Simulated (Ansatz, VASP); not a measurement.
## Sr3BiAs: VASP beside Ansatz

```
CELL_PARAMETERS angstrom
5.88000 0.00000 0.00000
0.00000 5.88000 0.00000
0.00000 0.00000 5.88000
ATOMIC_POSITIONS crystal
Sr 0.00000 0.50000 0.50000
Sr 0.50000 0.00000 0.50000
Sr 0.50000 0.50000 0.00000
Bi 0.00000 0.00000 0.00000
As 0.50000 0.50000 0.50000
```

Alike in both runs: task single point; functional LDA; k mesh 4 × 4 × 4; no spin polarisation.

|  | VASP | Ansatz |
| --- | --- | --- |
| version | VASP 6.6.1 | Ansatz 0.2.0 |
| potentials or method | VASP PAW LDA potentials, release 64 (Sr_sv, Bi_d, As), cutoff 520 eV | plane waves, PAW |
| occupations | methfessel-paxton of order 1, width 0.1 eV | cold, width 0.1 eV |
| valence electrons in the cell | 50 | 60 |

|  | VASP | Ansatz | Ansatz less VASP |
| --- | --- | --- | --- |
| pressure (GPa) | -2.2 | -2.4 | -0.12 |

LDA's correlation is that of Perdew and Zunger in VASP and of Perdew and Wang (1992) in Ansatz. VASP's potentials hold 50 valence electrons a cell and Ansatz's 60, so a difference there can come from the potentials and not from the codes.

Neither program's run includes spin-orbit coupling.
